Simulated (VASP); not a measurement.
# Pb (C2/m) in VASP: notebook

Runs on Pb. Level: LDA. Tasks: single point.

All numbers are computed with VASP 6.6.1; they aren't measurements. Logs are shortened: lines on timing, memory, paths and dates and some standing lists are left out, and cuts for length are marked.

**1. The cell of the first run**

The structure is monoclinic, space group C2/m (No. 12). Conventional cell: a = 6.117 Å, b = 3.524 Å, c = 6.495 Å, α = 90.00°, β = 109.14°, γ = 90.00°. Pb (site symmetry m) has 10 Pb at 3.36 to 3.53 Å within 4.4 Å.

**2. Single point, LDA (33.07 Å³/atom)**

File INCAR:

```
SYSTEM = Pb
  PREC = Accurate
  ENCUT = 520
  EDIFF = 1E-6
  ISMEAR = -1
  SIGMA = 0.05
  LREAL = .False.
  LASPH = .True.
  NELM = 80
  ALGO = Fast
  ISIF = 2
  LWAVE = .False.
  LCHARG = .False.
  NBANDS = 21
```

File KPOINTS:

```
Automatic mesh
0
Gamma
  9 9 5
  0 0 0
```

File POSCAR:

```
Pb
1.0
    3.0587306239     -1.7619118207      0.0000000000
    3.0587306239      1.7619118207      0.0000000000
   -2.1294727321      0.0000000000      6.1355917714
Pb
2
Direct
    0.9085084100      0.9085084100      0.7262922000
    0.0914915900      0.0914915900      0.2737078000
```

Potentials or basis: VASP PAW LDA potentials, release 64 (Pb_d).

Started as:

```bash
> cat potpaw_LDA.64/Pb_d/POTCAR > POTCAR
> mpirun -np 1 vasp_std > vasp.out
```

OUTCAR:

```text
SYSTEM = Pb
   PREC = Accurate
   ENCUT = 520
   EDIFF = 1E-6
   ISMEAR = -1
   LREAL = .False.
   LASPH = .True.
   NELM = 80
   ISIF = 2

 ion  position               nearest neighbor table
   1  0.909  0.909  0.726-   2 3.36   2 3.43   2 3.43   2 3.47
   2  0.091  0.091  0.274-   1 3.36   1 3.43   1 3.43   1 3.47

  LATTYP: Found a base centered monoclinic cell.
 ALAT       =     6.1174612478
 B/A-ratio  =     0.5760271293
 C/A-ratio  =     1.0616534713
 COS(beta)  =    -0.3278823751

  Lattice vectors:

 A1 = (   3.0587306239,  -1.7619118207,   0.0000000000)
 A2 = (   3.0587306239,   1.7619118207,   0.0000000000)
 A3 = (  -2.1294727321,   0.0000000000,   6.1355917714)

Analysis of symmetry for initial positions (statically):
=====================================================================
 Subroutine PRICEL returns:
 Original cell was already a primitive cell.

 Routine SETGRP: Setting up the symmetry group for a
 base centered monoclinic supercell.

 Subroutine GETGRP returns: Found  4 space group operations
 (whereof  4 operations were pure point group operations)
 out of a pool of  4 trial point group operations.

The static configuration has the point symmetry C_2h.

Analysis of symmetry for dynamics (positions and initial velocities):
=====================================================================
 Subroutine PRICEL returns:
 Original cell was already a primitive cell.

 Routine SETGRP: Setting up the symmetry group for a
 base centered monoclinic supercell.

 Subroutine GETGRP returns: Found  4 space group operations
 (whereof  4 operations were pure point group operations)
 out of a pool of  4 trial point group operations.

The dynamic configuration has the point symmetry C_2h.

 Subroutine INISYM returns: Found  4 space group operations
 (whereof  4 operations are pure point group operations),
 and found     1 'primitive' translations

----------------------------------------------------------------------------------------

                                     Primitive cell

  volume of cell :      66.1320

  direct lattice vectors                    reciprocal lattice vectors
     3.058730624 -1.761911821  0.000000000     0.163466503 -0.283782647  0.056734130
     3.058730624  1.761911821  0.000000000     0.163466503  0.283782647  0.056734130
    -2.129472732  0.000000000  6.135591771     0.000000000  0.000000000  0.162983464

  length of vectors
     3.529896074  3.529896074  6.494623969     0.332374262  0.332374262  0.162983464

  position of ions in fractional coordinates (direct lattice)
     0.908508410  0.908508410  0.726292200
     0.091491590  0.091491590  0.273707800

  ion indices of the primitive-cell ions
   primitive index   ion index
                 1           1
                 2           2

----------------------------------------------------------------------------------------

 KPOINTS: Automatic mesh

Automatic generation of k-mesh.
 Grid dimensions read from file:
 generate k-points for:    9    9    5

 Generating k-lattice:

  Cartesian coordinates                     Fractional coordinates (reciprocal lattice)
     0.018162945 -0.031531405  0.006303792     0.111111111  0.000000000  0.000000000
     0.018162945  0.031531405  0.006303792     0.000000000  0.111111111  0.000000000
     0.000000000  0.000000000  0.032596693     0.000000000  0.000000000  0.200000000

  Length of vectors
     0.036930474  0.036930474  0.032596693

  Shift w.r.t. Gamma in fractional coordinates (k-lattice)
     0.000000000  0.000000000  0.000000000

 Subroutine IBZKPT returns following result:
 ===========================================

 Found    115 irreducible k-points:

 Following reciprocal coordinates:
            Coordinates               Weight
  0.000000  0.000000  0.000000      1.000000
  0.111111 -0.000000  0.000000      4.000000
  0.222222  0.000000 -0.000000      4.000000
  0.333333 -0.000000 -0.000000      4.000000
  0.444444  0.000000 -0.000000      4.000000
  0.111111  0.111111  0.000000      2.000000
[... 16 lines left out ...]
 -0.333333  0.333333  0.000000      2.000000
  0.444444  0.444444 -0.000000      2.000000
 [... further k-points ...]
   k-points           NKPTS =    115   k-points in BZ     NKDIM =    115   number of bands    NBANDS=     21
   number of dos      NEDOS =    301   number of ions     NIONS =      2
   total plane-waves  NPLWV =  37632
   dimension x,y,z NGX =    28 NGY =   28 NGZ =   48
   dimension x,y,z NGXF=    56 NGYF=   56 NGZF=   96
   ions per type =               2
   NGX,Y,Z   is equivalent  to a cutoff of  13.19, 13.19, 12.29 a.u.
   NGXF,Y,Z  is equivalent  to a cutoff of  26.37, 26.37, 24.57 a.u.
 SYSTEM =  Pb
   PREC   = accura    normal or accurate (medium, high low for compatibility)
   ISTART =      0    job   : 0-new  1-cont  2-samecut
   ICHARG =      2    charge: 1-file 2-atom 10-const
   ISPIN  =      1    spin polarized calculation?
   LNONCOLLINEAR =      F non collinear calculations
   LSORBIT =      F    spin-orbit coupling
   LASPH  =      T    aspherical Exc in radial PAW
   ENCUT  =  520.0 eV  38.22 Ry    6.18 a.u.   6.56  6.56 12.08*2*pi/ulx,y,z
   NELM   =     80;   NELMIN=  2; NELMDL= -5     # of ELM steps
   EDIFF  = 0.1E-05   stopping-criterion for ELM
   LREAL  =      F    real-space projection
   EDIFFG = 0.1E-04   stopping-criterion for IOM
   NSW    =      0    number of steps for IOM
   IBRION =     -1    ionic relax: 0-MD 1-quasi-New 2-CG
   NFREE  =      0    steps in history (QN), initial steepest desc. (CG)
   ISIF   =      2    stress and relaxation
   ISYM   =      2    0-nonsym 1-usesym 2-fastsym
   POTIM  = 0.5000    time-step for ionic-motion
   TEBEG  =    0.0;   TEEND  =   0.0 temperature during run
   PSTRESS=    0.0 pullay stress
   NELECT =      28.0000    total number of electrons
   NUPDOWN=      -1.0000    fix difference up-down
   EMIN   =  10.00;   EMAX   =-10.00  energy-range for DOS
   EFERMI =   0.00;   METHOD = LEGACY
   ISMEAR =    -1;   SIGMA  =   0.05  broadening in eV -4-tet -1-fermi 0-gaus
   EFERMI_NEDOS =   21; number of points for ismear=-14 and -15
   IALGO  =     68    algorithm
   IMIX   =      4    mixing-type and parameters
     AMIX     =   0.40;   BMIX     =  1.00
     AMIX_MAG =   1.60;   BMIX_MAG =  1.00
  volume/ion in A,a.u.               =      33.07       223.14
  Fermi-wavevector in a.u.,A,eV,Ry     =   1.229297  2.323035 20.560738  1.511172
  Thomas-Fermi vector in A             =   2.364190
   LORBIT       =      0    0 simple, 1 ext, 2 COOP (PROOUT), +10 PAW based schemes
   GGA     = CA    functional components
   LHFCALC =     F    Hartree Fock is set to
   AEXX    =    0.0000 exact exchange contribution
   IVDW    =     0    specifies the selected vdW correction
   LEPSILON=     F    determine dielectric tensor
   LRPA    =     F    only Hartree local field effects (RPA)
 non-spin polarized calculation
 RMM-DIIS sequential band-by-band and
  energy-cutoff  :      520.00
  volume of cell :       66.13
 maximum number of plane-waves:      1822
   NGX = 13   NGY = 13   NGZ = 25

 number of electron      27.9999999 magnetization

 Free energy of the ion-electron system (eV)
  ---------------------------------------------------
  ext. energy  EPLUGINS =         0.00000000
  ---------------------------------------------------
  free energy    TOTEN  =        -8.31779460 eV

  energy without entropy =       -8.30935931  energy(sigma->0) =       -8.31357695

 E-fermi :   5.9946     XC(G=0): -10.0020

 val. band max:        5.9883812549   @ k =  -0.3333   0.3333   0.0000
 cond. band min:       6.0415782212   @ k =  -0.3333  -0.4444   0.4000
 fundamental gap:      0.0531969663
 Fermi energy:         5.9946360445

 k-point     1 :       0.0000    0.0000    0.0000
  band No.  band energies     occupation
      1     -11.0216      2.00000
      2     -10.9086      2.00000
      3     -10.9081      2.00000
      4     -10.9059      2.00000
      5     -10.9046      2.00000
      6     -10.8878      2.00000
[... 13 lines left out ...]
     20      15.2637      0.00000
     21      16.0461      0.00000

 k-point     2 :       0.1111   -0.0000    0.0000
  band No.  band energies     occupation
      1     -11.0113      2.00000
      2     -10.9222      2.00000
      3     -10.9117      2.00000
      4     -10.8852      2.00000
      5     -10.8811      2.00000
      6     -10.8587      2.00000
[... 13 lines left out ...]
     20      15.3335      0.00000
     21      16.1612      0.00000

 k-point     3 :       0.2222    0.0000   -0.0000
  band No.  band energies     occupation
      1     -10.9934      2.00000
      2     -10.9480      2.00000
      3     -10.9285      2.00000
      4     -10.8672      2.00000
      5     -10.8413      2.00000
      6     -10.8186      2.00000
[... 13 lines left out ...]
     20      14.2712      0.00000
     21      15.4501      0.00000

 k-point     4 :       0.3333   -0.0000   -0.0000
  band No.  band energies     occupation
      1     -11.0037      2.00000
      2     -10.9674      2.00000
      3     -10.9446      2.00000
      4     -10.9145      2.00000
      5     -10.8380      2.00000
      6     -10.7598      2.00000
[... 13 lines left out ...]
     20      13.6304      0.00000
     21      14.3115      0.00000

 k-point     5 :       0.4444    0.0000   -0.0000
  band No.  band energies     occupation
      1     -11.0233      2.00000
      2     -10.9836      2.00000
      3     -10.9677      2.00000
      4     -10.9239      2.00000
      5     -10.8448      2.00000
      6     -10.7507      2.00000
[... 13 lines left out ...]
     20      13.3652      0.00000
     21      14.1970      0.00000

 k-point     6 :       0.1111    0.1111    0.0000
  band No.  band energies     occupation
      1     -11.0138      2.00000
      2     -10.9224      2.00000
      3     -10.9102      2.00000
      4     -10.8864      2.00000
      5     -10.8777      2.00000
      6     -10.8603      2.00000
[... 13 lines left out ...]
     20      15.7047      0.00000
     21      16.3176      0.00000

 k-point     7 :       0.2222    0.1111   -0.0000
  band No.  band energies     occupation
      1     -10.9992      2.00000
      2     -10.9311      2.00000
      3     -10.9164      2.00000
      4     -10.8648      2.00000
      5     -10.8588      2.00000
      6     -10.8310      2.00000
[... 13 lines left out ...]
     20      15.5683      0.00000
     21      16.0666      0.00000
[... 291 lines left out ...]
      1     -11.0498      2.00000
      2     -10.9391      2.00000
      3     -10.9072      2.00000
      4     -10.8874      2.00000
      5     -10.8744      2.00000
      6     -10.7853      2.00000
[... 13 lines left out ...]
     20      14.5179      0.00000
     21      14.9826      0.00000

 k-point    21 :       0.4444    0.3333   -0.0000
  band No.  band energies     occupation
      1     -11.0383      2.00000
      2     -10.9306      2.00000
      3     -10.9192      2.00000
      4     -10.8940      2.00000
      5     -10.8814      2.00000
      6     -10.7764      2.00000
[... 13 lines left out ...]
     20      14.1230      0.00000
     21      14.3230      0.00000

 k-point    22 :      -0.4444    0.3333    0.0000
  band No.  band energies     occupation
      1     -10.9931      2.00000
      2     -10.9480      2.00000
      3     -10.9004      2.00000
      4     -10.8796      2.00000
      5     -10.8450      2.00000
      6     -10.7781      2.00000
[... 13 lines left out ...]
     20      13.7791      0.00000
     21      15.4702      0.00000

 k-point    23 :      -0.3333    0.3333    0.0000
  band No.  band energies     occupation
      1     -10.9814      2.00000
      2     -10.9389      2.00000
      3     -10.9026      2.00000
      4     -10.8149      2.00000
      5     -10.8080      2.00000
      6     -10.8000      2.00000
[... 13 lines left out ...]
     20      14.2659      0.00000
     21      15.9273      0.00000

 k-point    24 :       0.4444    0.4444   -0.0000
  band No.  band energies     occupation
      1     -11.0712      2.00000
      2     -10.9452      2.00000
      3     -10.9271      2.00000
      4     -10.9038      2.00000
      5     -10.9014      2.00000
      6     -10.7590      2.00000
[... 13 lines left out ...]
     20      13.1963      0.00000
     21      14.8386      0.00000

 [... further k-points ...]

------------------------ aborting loop because EDIFF is reached ----------------------------------------

  FORCE on cell =-STRESS in cart. coord.  units (eV):
  Direction    XX          YY          ZZ          XY          YZ          ZX
  --------------------------------------------------------------------------------------
  -------------------------------------------------------------------------------------
  Total       -1.5382657     -1.5509207     -1.6118689      0.0000000      0.0000000     -0.0033294
  in kB      -37.2674854    -37.5740775    -39.0506669      0.0000000      0.0000000     -0.0806613
  external PRESSURE =     -37.9640766 kB  Pullay stress =       0.0000000 kB

 VOLUME and BASIS-vectors are now :
 -----------------------------------------------------------------------------
  energy-cutoff  :      520.00
  volume of cell :       66.13
      direct lattice vectors                 reciprocal lattice vectors
     3.058730624 -1.761911821  0.000000000     0.163466503 -0.283782647  0.056734130
     3.058730624  1.761911821  0.000000000     0.163466503  0.283782647  0.056734130
    -2.129472732  0.000000000  6.135591771     0.000000000  0.000000000  0.162983464

 POSITION                                       TOTAL-FORCE (eV/Angst)
 -----------------------------------------------------------------------------------
      4.01115      0.00000      4.45623         0.023728      0.000000     -0.201696
     -0.02316      0.00000      1.67936        -0.023728      0.000000      0.201696
 -----------------------------------------------------------------------------------
    total drift:                                0.000000      0.000000     -0.000000

  FREE ENERGIE OF THE ION-ELECTRON SYSTEM (eV)
  ---------------------------------------------------
  free  energy   TOTEN  =        -8.3177945958 eV

  energy  without entropy=       -8.3093593127  energy(sigma->0) =       -8.31357695
```

Run time: 77 s. Hardware: 1 thread of Intel Xeon Platinum 8488C (Sapphire Rapids), shared host; peak memory 0.25 GiB.

What came out:

| Property | Result |
| --- | --- |
| Free energy | -8.3178 eV |
| Pressure | -3.8 GPa |
| Largest force | 0.203 eV/Å |
| Band gap on the k mesh | zero (bands 14 and 15 overlap by 7.40 eV) |

Forces in eV/Å, atoms in the order of the input:
```
Pb   0.024  0.000 -0.202
Pb  -0.024  0.000  0.202
```

Caveat: the cell stands under tension; spin-orbit coupling is left out, which moves the levels of the heavy elements.

**3. Single point, LDA (33.71 Å³/atom)**

This run uses another cell than the first one, of 33.71 Å³/atom.

File INCAR:

```
ALGO = Fast ; EDIFF = 1E-6
ENCUT = 520 ; GGA = CA
ISIF = 2 ; ISMEAR = -1
LASPH = T ; LCHARG = F
LREAL = F ; LWAVE = F
NBANDS = 21 ; NELM = 80
PREC = Accurate ; SIGMA = 0.05
```

File KPOINTS:

```
k-points
0
Gamma
  9 9 5
```

File POSCAR:

```
Pb
1.0
    3.0785930676     -1.7733531272      0.0000000000
    3.0785930676      1.7733531272      0.0000000000
   -2.1433008646      0.0000000000      6.1754343928
Pb
2
Direct
    0.9085084100      0.9085084100      0.7262922000
    0.0914915900      0.0914915900      0.2737078000
```

Potentials or basis: VASP PAW LDA potentials, release 64 (Pb_d).

Started as:

```bash
> cat potpaw_LDA.64/Pb_d/POTCAR > POTCAR
> mpirun -np 1 vasp_std > vasp.out
```

Run time: 81 s. Hardware: 1 thread of Intel Xeon Platinum 8488C (Sapphire Rapids), shared host; peak memory 0.25 GiB.

The run converged. Its results:

```
Free energy            : -8.2853 eV
Pressure               : -4.4 GPa
Largest force          : 0.232 eV/Å
Band gap on the k mesh : zero (bands 14 and 15 overlap by 7.25 eV)
```

Forces in eV/Å, atoms in the order of the input:
```
Pb   0.023  0.000 -0.231
Pb  -0.023  0.000  0.231
```

Stress tensor (GPa, compression positive):
```
-4.28  0.00 -0.01
 0.00 -4.32  0.00
-0.01  0.00 -4.49
```

Levels at points of the mesh, in eV from the Fermi level:
| k point | band 12 | band 13 | band 14 | band 15 | band 16 | band 17 |
| --- | --- | --- | --- | --- | --- | --- |
| (0.00, 0.00, 0.00) | -8.32 | -3.76 | 5.96 | 6.12 | 6.17 | 6.23 |

Caveat: the cell stands under tension; spin-orbit coupling is left out, which moves the levels of the heavy elements.

**4. Single point, LDA (34.36 Å³/atom)**

This run uses another cell than the first one, of 34.36 Å³/atom.

File INCAR:

```
PREC = Accurate ; ENCUT = 520
EDIFF = 1E-6 ; ISMEAR = -1
SIGMA = 0.05 ; LREAL = F
LASPH = T ; NELM = 60
ALGO = Fast ; ISIF = 2
LWAVE = F ; LCHARG = F
NBANDS = 21
```

File KPOINTS:

```
regular mesh
0
Gamma
  9 9 5
```

File POSCAR:

```
Pb
1.0
    3.0982024693     -1.7846486746      0.0000000000
    3.0982024693      1.7846486746      0.0000000000
   -2.1569528306      0.0000000000      6.2147694303
Pb
2
Direct
    0.9085084100      0.9085084100      0.7262922000
    0.0914915900      0.0914915900      0.2737078000
```

Started as:

```bash
> cat potpaw_LDA.64/Pb_d/POTCAR > POTCAR
> mpirun -np 1 vasp_std > vasp.out
```

Wall time 74 s (1 thread of Intel Xeon Platinum 8488C (Sapphire Rapids), shared host); peak memory 0.25 GiB.

The run converged. Its results:

```
Free energy            : -8.2485 eV
Pressure               : -4.9 GPa
Largest force          : 0.259 eV/Å
Band gap on the k mesh : zero (bands 14 and 15 overlap by 7.11 eV)
```

Forces in eV/Å, atoms in the order of the input:
```
Pb   0.022  0.000 -0.258
Pb  -0.022  0.000  0.258
```

Stress tensor (GPa, compression positive):
```
-4.78  0.00 -0.01
 0.00 -4.81  0.00
-0.01  0.00 -5.01
```

Levels at points of the mesh, in eV from the Fermi level:
```
           k point  band 12  band 13  band 14  band 15  band 16  band 17
(0.00, 0.00, 0.00)    -8.30    -3.68     5.84     5.99     6.04     6.10
```

Caveat: the cell stands under tension; spin-orbit coupling is left out, which moves the levels of the heavy elements.

**5. The runs side by side**

| cell | gap on the mesh (eV) | pressure (GPa) | largest force (eV/Å) |
| --- | --- | --- | --- |
| a = 3.530, b = 3.530, c = 6.495 Å, angles 106.5, 106.5, 59.9°, 2 atoms | none | -3.8 | 0.20 |
| a = 3.553, b = 3.553, c = 6.537 Å, angles 106.5, 106.5, 59.9°, 2 atoms | none | -4.4 | 0.23 |
| a = 3.575, b = 3.575, c = 6.578 Å, angles 106.5, 106.5, 59.9°, 2 atoms | none | -4.9 | 0.26 |

Alike in all rows: task single point; level LDA; potentials or basis VASP PAW LDA potentials, release 64 (Pb_d); no spin polarisation; k mesh 9 × 9 × 5; cutoff (eV) 520; smearing fermi-dirac 0.05 eV.

Caveats: the cell stands under tension; spin-orbit coupling is left out, which moves the levels of the heavy elements.

Absolute energies hang on the potentials; compare differences alone.

The gap in the log of VASP goes by the Fermi energy; the results here count the filled bands.